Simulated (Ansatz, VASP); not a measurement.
# One calculation of Ti, two programs

POSCAR

```
Ti
1.0
    0.0000000000      2.8780170575      2.8780170575
    2.8780170575      0.0000000000      2.8780170575
    2.8780170575      2.8780170575      0.0000000000
Ti
2
Direct
    0.1250000000      0.1250000000      0.1250000000
    0.8750000000      0.8750000000      0.8750000000
```

File INCAR.step1:

```
PREC = Accurate
ENCUT = 600
ISMEAR = -1
SIGMA = 0.1
LREAL = False
LASPH = True
NELM = 80
GGA = PE
ALGO = Normal
EDIFF = 1E-4
LWAVE = True
LCHARG = False
```

The input INCAR.step2:

```
PREC = Accurate
ENCUT = 600
EDIFF = 1E-7
ISMEAR = -1
SIGMA = 0.1
LREAL = False
LASPH = True
NELM = 80
ALGO = Normal
ISIF = 3
LWAVE = False
LCHARG = False
METAGGA = R2SCAN
LMIXTAU = True
IBRION = 2
NSW = 80
EDIFFG = -0.01
ISTART = 1
```

The input KPOINTS:

```
Automatic mesh
0
Gamma
  10 10 10
```

Input for Ansatz:

```yaml
crystal:
  lattice:
    - [0.0, 2.8780170575, 2.8780170575]
    - [2.8780170575, 0.0, 2.8780170575]
    - [2.8780170575, 2.8780170575, 0.0]
  atoms:
    - { symbol: Ti, position: [0.125, 0.125, 0.125] }
    - { symbol: Ti, position: [0.875, 0.875, 0.875] }
hamiltonian:
  xc: r2scan
  pseudopotentials:
    kind: paw
    azcp:
      Ti: "pseudopotentials/Ti.paw.azcp"
basis:
  ecutwfc: 500
  fft_grid_basis: typed
kpoints:
  mp_grid: { grid: [10, 10, 10], shift: [0, 0, 0] }
magnetization:
  spin_polarized: false
scf:
  occupations: { method: fermi_dirac, width: 0.1 }
relax:
  max_steps: 60
  f_tol: 0.01
  cell: {}
```

Alike in both runs: task relaxation of cell and atoms; functional r2SCAN; k mesh 10 × 10 × 10; occupations fermi-dirac, width 0.1 eV; no spin polarisation.

|  | VASP | Ansatz |
| --- | --- | --- |
| version | VASP 6.6.1 | Ansatz 0.2.0 |
| potentials or method | VASP PAW PBE potentials, release 64 (Ti_sv), cutoff 600 eV | plane waves (500 eV) with PAW, scalar-relativistic |
| valence electrons in the cell | 24 | 24 |

```csv
,VASP,Ansatz,Ansatz less VASP
relaxed volume (Å³/atom),21.83,21.57,-0.261
relaxed cell length with the largest relative difference (Å),3.953,3.937,-0.0158
```

VASP's potentials were made for PBE, not for r2SCAN.
